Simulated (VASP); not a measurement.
Here is a VASP 6.6.1 calculation.

Contents of INCAR:

```
PREC = Accurate ; ENCUT = 520
EDIFF = 1E-6 ; ISMEAR = 0
SIGMA = 0.1 ; LREAL = False
LASPH = True ; NELM = 60
ALGO = Normal ; ISIF = 2
LWAVE = False ; LCHARG = True
GGA = PS ; IVDW = 12
LELF = True ; LVHAR = True
NBANDS = 11
```

The input KPOINTS:

```
regular mesh
0
Gamma
  9 9 9
```

Contents of POSCAR:

```
C
1.0
    1.2294631737      0.7098308943      3.2655108896
   -1.2294631737      0.7098308943      3.2655108896
    0.0000000000     -1.4196617886      3.2655108896
C
2
Direct
    0.1665448034      0.1665448034      0.1665448034
    0.8334551966      0.8334551966      0.8334551966
```

Potentials or basis: VASP PAW PBE potentials, release 64 (C).

Command:

```sh
$ cat potpaw_PBE.64/C/POTCAR > POTCAR
$ mpirun -np 1 vasp_std > vasp.out
```

Problem. Estimate the band gap on the k mesh.

Solution. 0.78 eV, direct.

Problem. Predict the dispersion energy per atom.

Solution. -0.113 eV.

Problem. What does it give for the largest force?

Solution. 0.008 eV/Å.

Problem. Predict the pressure.

Solution. 0.5 GPa.

Stress tensor (GPa, compression positive):
```
 0.87  0.00  0.00
 0.00  0.87  0.00
 0.00  0.00 -0.29
```

Caveat: the PAW data sets were made with another functional, which shifts forces and pressure a little. A k mesh can miss the band edges.
